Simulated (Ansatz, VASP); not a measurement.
**Two plane-wave programs on LiCl**

```
Li Cl
1.0
     3.50669    0.00000    0.00000
    -1.75335    3.03688    0.00000
     0.00000    0.00000   17.17919
Li Cl
6 6
Direct
  0.00000 0.00000 0.18750
  0.00000 0.00000 0.68750
  0.33333 0.66667 0.52083
  0.66667 0.33333 0.02083
  0.33333 0.66667 0.85417
  0.66667 0.33333 0.35417
  0.00000 0.00000 0.31250
  0.00000 0.00000 0.81250
  0.33333 0.66667 0.97917
  0.66667 0.33333 0.47917
  0.33333 0.66667 0.64583
  0.66667 0.33333 0.14583
```

Alike in both runs: task single point; functional PBE; k mesh 6 × 6 × 1; occupations gaussian, width 0.1 eV; no spin polarisation.

|  | VASP | Ansatz |
| --- | --- | --- |
| version | VASP 6.6.1 | Ansatz 0.2.0 |
| potentials or method | VASP PAW PBE potentials, release 64 (Li_sv, Cl), cutoff 520 eV | scalar-relativistic, plane waves, PAW |
| valence electrons in the cell | 60 | 60 |

|  | VASP | Ansatz | Ansatz less VASP |
| --- | --- | --- | --- |
| gap on the k mesh at the Fermi level (eV) | 6.61 | 6.58 | -0.021 |
| least direct gap on the mesh (eV) | 7.08 | 7.06 | -0.021 |
| rms of the force components (eV/Å) | 0.008 | 0.008 | +0.0003 |

Atom by atom the forces differ by 0.000 eV/Å (rms over components).

Noted on VASP's run: the cutoff is short for stress, so the pressure is rough.
